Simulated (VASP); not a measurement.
# NaF (P6_3/mmc) in VASP: further runs, part 2 of 3

VASP 6.6.1. The steps go on from the part before.

## 4. Single point, PBE

This run uses another cell than the first one, of 15.65 Å³/atom, 1.064 times its volume.

Contents of INCAR:

```
SYSTEM = NaF
PREC     = Accurate       ! precision mode
ENCUT    = 520            ! plane-wave cutoff, eV
EDIFF    = 1E-7           ! SCF threshold, eV
ISMEAR   = 0              ! smearing method
SIGMA    = 0.01           ! smearing width, eV
LREAL    = .False.        ! projectors in reciprocal space
LASPH    = .True.         ! aspherical terms in the spheres
NELM     = 100            ! most SCF steps
ALGO     = Normal         ! electronic algorithm
ISIF     = 2              ! what is computed and relaxed
LWAVE    = .False.        ! write WAVECAR
LCHARG   = .True.         ! write CHGCAR
GGA      = PE             ! functional
LELF     = .True.         ! ELF
LVHAR    = .True.       
NBANDS   = 22             ! bands
```

Contents of KPOINTS:

```
regular mesh
0
Gamma
  6 6 4
  0 0 0
```

Contents of POSCAR:

```
NaF
1.0
    3.9405010153      0.0000000000      0.0000000000
   -1.9702505077      3.4125739829      0.0000000000
    0.0000000000      0.0000000000      4.6563376393
Na F
2 2
Direct
    0.3333333333      0.6666666667      0.2500000000
    0.6666666667      0.3333333333      0.7500000000
    0.6666666667      0.3333333333      0.2500000000
    0.3333333333      0.6666666667      0.7500000000
```

Potentials or basis: VASP PAW PBE potentials, release 64 (Na_pv, F).

On the command line:

```sh
cat potpaw_PBE.64/Na_pv/POTCAR potpaw_PBE.64/F/POTCAR > POTCAR
mpirun -np 1 vasp_std > vasp.out
```

OUTCAR:

```text
SYSTEM = NaF
   PREC = Accurate
   ENCUT = 520
   EDIFF = 1E-7
   ISMEAR = 0
   LREAL = .False.
   LASPH = .True.
   NELM = 100
   ISIF = 2
   GGA = PE

 ion  position               nearest neighbor table
   1  0.333  0.667  0.250-   3 2.28   3 2.28   3 2.28   4 2.33   4 2.33
   2  0.667  0.333  0.750-   4 2.28   4 2.28   4 2.28   3 2.33   3 2.33
   3  0.667  0.333  0.250-   1 2.28   1 2.28   1 2.28   2 2.33   2 2.33
   4  0.333  0.667  0.750-   2 2.28   2 2.28   2 2.28   1 2.33   1 2.33

  LATTYP: Found a hexagonal cell.
 ALAT       =     3.9405010153
 C/A-ratio  =     1.1816613221

  Lattice vectors:

 A1 = (   3.9405010153,   0.0000000000,   0.0000000000)
 A2 = (  -1.9702505077,   3.4125739829,   0.0000000000)
 A3 = (   0.0000000000,   0.0000000000,   4.6563376393)

Analysis of symmetry for initial positions (statically):
=====================================================================
 Subroutine PRICEL returns:
 Original cell was already a primitive cell.

 Routine SETGRP: Setting up the symmetry group for a
 hexagonal supercell.

 Subroutine GETGRP returns: Found 24 space group operations
 (whereof 12 operations were pure point group operations)
 out of a pool of 24 trial point group operations.

The static configuration has the point symmetry D_3d.
 The point group associated with its full space group is D_6h.

Analysis of symmetry for dynamics (positions and initial velocities):
=====================================================================
 Subroutine PRICEL returns:
 Original cell was already a primitive cell.

 Routine SETGRP: Setting up the symmetry group for a
 hexagonal supercell.

 Subroutine GETGRP returns: Found 24 space group operations
 (whereof 12 operations were pure point group operations)
 out of a pool of 24 trial point group operations.

The dynamic configuration has the point symmetry D_3d.
 The point group associated with its full space group is D_6h.

[... 115 lines left out ...]
   IALGO  =     38    algorithm
   IMIX   =      4    mixing-type and parameters
     AMIX     =   0.40;   BMIX     =  1.00
     AMIX_MAG =   1.60;   BMIX_MAG =  1.00
  volume/ion in A,a.u.               =      15.65       105.64
  Fermi-wavevector in a.u.,A,eV,Ry     =   1.251896  2.365740 21.323637  1.567243
  Thomas-Fermi vector in A             =   2.385822
   LORBIT       =      0    0 simple, 1 ext, 2 COOP (PROOUT), +10 PAW based schemes
   GGA     = PE    functional components
   LHFCALC =     F    Hartree Fock is set to
   AEXX    =    0.0000 exact exchange contribution
   IVDW    =     0    specifies the selected vdW correction
   LEPSILON=     F    determine dielectric tensor
   LRPA    =     F    only Hartree local field effects (RPA)
 non-spin polarized calculation
 Gauss-broadening in eV      SIGMA  =   0.01
  energy-cutoff  :      520.00
  volume of cell :       62.61
 maximum number of plane-waves:      1709
 NGX is ok and might be reduce to    30
   NGX = 15   NGY = 15   NGZ = 17

 number of electron      28.0000008 magnetization

 Free energy of the ion-electron system (eV)
  ---------------------------------------------------
  ext. energy  EPLUGINS =         0.00000000
  ---------------------------------------------------
  free energy    TOTEN  =       -16.99592460 eV

  energy without entropy =      -16.99592460  energy(sigma->0) =      -16.99592460

 E-fermi :  -2.9614     XC(G=0):  -7.9015

 val. band max:       -3.0031498127   @ k =   0.0000   0.0000   0.0000
 cond. band min:       2.4815917294   @ k =   0.0000   0.0000   0.0000
 fundamental gap:      5.4847415421
 Fermi energy:        -2.9614074320

 k-point     1 :       0.0000    0.0000    0.0000
  band No.  band energies     occupation
      1     -22.2534      2.00000
      2     -22.2180      2.00000
      3     -22.2180      2.00000
      4     -22.1774      2.00000
      5     -22.1774      2.00000
      6     -22.1409      2.00000
[... 514 lines left out ...]
     21      16.4990      0.00000
     22      16.4990      0.00000

------------------------ aborting loop because EDIFF is reached ----------------------------------------

  FORCE on cell =-STRESS in cart. coord.  units (eV):
  Direction    XX          YY          ZZ          XY          YZ          ZX
  --------------------------------------------------------------------------------------
  -------------------------------------------------------------------------------------
  Total       -0.0155396     -0.0155396     -0.0383456      0.0000000      0.0000000      0.0000000
  in kB       -0.3976226     -0.3976226     -0.9811797      0.0000000      0.0000000      0.0000000
  external PRESSURE =      -0.5921416 kB  Pullay stress =       0.0000000 kB

 VOLUME and BASIS-vectors are now :
 -----------------------------------------------------------------------------
  energy-cutoff  :      520.00
  volume of cell :       62.61
      direct lattice vectors                 reciprocal lattice vectors
     3.940501015  0.000000000  0.000000000     0.253774836  0.146516970  0.000000000
    -1.970250508  3.412573983  0.000000000     0.000000000  0.293033940  0.000000000
     0.000000000  0.000000000  4.656337639     0.000000000  0.000000000  0.214761058

 POSITION                                       TOTAL-FORCE (eV/Angst)
 -----------------------------------------------------------------------------------
     -0.00000      2.27505      1.16408         0.000000      0.000000      0.000000
      1.97025      1.13752      3.49225        -0.000000      0.000000     -0.000000
      1.97025      1.13752      1.16408         0.000000     -0.000000     -0.000000
     -0.00000      2.27505      3.49225         0.000000     -0.000000      0.000000
 -----------------------------------------------------------------------------------
    total drift:                                0.000000      0.000000     -0.000000

  FREE ENERGIE OF THE ION-ELECTRON SYSTEM (eV)
  ---------------------------------------------------
  free  energy   TOTEN  =       -16.9959246013 eV

  energy  without entropy=      -16.9959246013  energy(sigma->0) =      -16.99592460
```

Wall time 29 s (1 thread of Intel Xeon Platinum 8375C at 2.90GHz (Ice Lake), shared host); peak memory 0.17 GiB.

What came out:

* Free energy: -16.9959 eV
* Pressure: -0.1 GPa
* Band gap on the k mesh: 5.48 eV, direct

Levels at points of the mesh, in eV from the valence-band top:
| k point | band 11 | band 12 | band 13 | band 14 | band 15 | band 16 | band 17 | band 18 |
| --- | --- | --- | --- | --- | --- | --- | --- | --- |
| (0.00, 0.00, 0.00) | -0.55 | -0.26 | -0.26 | 0.00 | 5.48 | 12.39 | 12.53 | 15.12 |
| (0.50, 0.00, 0.00) | -0.66 | -0.57 | -0.33 | -0.16 | 8.62 | 9.95 | 12.63 | 14.55 |
| (0.00, 0.00, 0.50) | -0.41 | -0.41 | -0.41 | -0.41 | 7.70 | 7.70 | 16.01 | 16.01 |
| (0.50, 0.00, 0.50) | -0.44 | -0.44 | -0.23 | -0.23 | 9.66 | 9.66 | 11.93 | 11.93 |

[end of part 2 of 3]
